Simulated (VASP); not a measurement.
Write the native input for VASP 6.6.1 that does the following.

```yaml
Task: single point
Functional: LDA
Potentials_or_basis: VASP PAW LDA potentials, release 64 (As)
Cutoff: 500 eV
k_mesh: 10 × 10 × 10
Occupations: fermi-dirac, width 0.1 eV
Spin: no spin polarisation
Dipole_correction: no
Further_INCAR_settings: ALGO = Normal; EDIFF = 1e-06; NBANDS = 12
```

The structure of As lies in POSCAR:

```
As
1.0
    1.8799878575      1.0854114956      3.3276505507
   -1.8799878575      1.0854114956      3.3276505507
    0.0000000000     -2.1708229912      3.3276505507
As
2
Direct
    0.7695128170      0.7695128170      0.7695128170
    0.2304871830      0.2304871830      0.2304871830
```

These files were run (other wordings do the same):

INCAR

```
ALGO = Normal ; EDIFF = 1E-6
ENCUT = 500 ; GGA_COMPAT = False
ISIF = 2 ; ISMEAR = -1
LASPH = True ; LCHARG = False
LREAL = False ; LWAVE = False
NBANDS = 12 ; NELM = 120
PREC = Accurate ; SIGMA = 0.1
```

KPOINTS

```
k-points
0
Gamma
  10 10 10
```

Potentials or basis: VASP PAW LDA potentials, release 64 (As).

Launch:

```sh
$ cat potpaw_LDA.64/As/POTCAR > POTCAR
$ mpirun -np 1 vasp_std > vasp.out
```

It gave:

```
Pressure               : 0.5 GPa
Largest force          : 0.069 eV/Å
Band gap on the k mesh : zero (band 5 reaches 5.96 eV, above the bottom of band 6 at 5.74 eV)
```

It took 62 s on 1 thread of Intel(R) Xeon(R) Platinum 8375C CPU @ 2.90GHz (Ice Lake) (shared host), peak memory 0.17 GiB.
